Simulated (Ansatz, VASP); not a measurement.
## Ag in VASP and in Ansatz

INCAR

```
ALGO = Normal
EDIFF = 1E-6
ENCUT = 500
GGA_COMPAT = F
ISIF = 2
ISMEAR = 0
LASPH = T
LCHARG = F
LREAL = F
LWAVE = F
NBANDS = 12
NELM = 120
PREC = Accurate
SIGMA = 0.05
```

KPOINTS

```
k-points
0
Gamma
  11 11 11
```

Contents of POSCAR:

```
Ag
1.0
    0.0000000000      2.1401678350      2.1401678350
    2.1401678350      0.0000000000      2.1401678350
    2.1401678350      2.1401678350      0.0000000000
Ag
1
Direct
    0.0000000000      0.0000000000      0.0000000000
```

File input.yaml:

```yaml
crystal:
  lattice: { a: 4.28033567, b: 4.28033567, c: 4.28033567, alpha: 90.0, beta: 90.0, gamma: 90.0 }
  space_group: 225
  setting: { hermann_mauguin: Fm-3m }
  reduce_to_primitive: true
  atoms:
    - { symbol: Ag, position: [0.0, 0.0, 0.0] }
kpoints:
  mp_grid: { grid: [11, 11, 11] }
scf:
  occupations: { method: gaussian, width: 0.05 }
hamiltonian:
  xc: lda
  pseudopotentials:
    kind: all_electron
    lapw: { basis_error: 0.002 }
    relativity: none
output:
  forces: true
  stress: true
  eigenvalues: true
  populations: true
```

Change from the starting cell: volume scaled by 1.15.

Alike in both runs: functional LDA; k mesh 11 × 11 × 11; occupations gaussian, width 0.05 eV; no spin polarisation.

|  | VASP | Ansatz |
| --- | --- | --- |
| version | VASP 6.6.1 | Ansatz 0.2.0 |
| potentials or method | VASP PAW LDA potentials, release 64 (Ag), cutoff 500 eV | all-electron LAPW, non-relativistic |
| task | single point | atomic charges |

|  | VASP | Ansatz | Ansatz less VASP |
| --- | --- | --- | --- |
| gap on the k mesh at the Fermi level (eV) | none | none | - |
| pressure (GPa) | -15.6 | -10.4 | +5.13 |

LDA's correlation is that of Perdew and Zunger in VASP and of Perdew and Wang (1992) in Ansatz. A gap of «none» marks a metal or a gap that the smearing closes. Ansatz ran all-electron here, and VASP with PAW potentials.
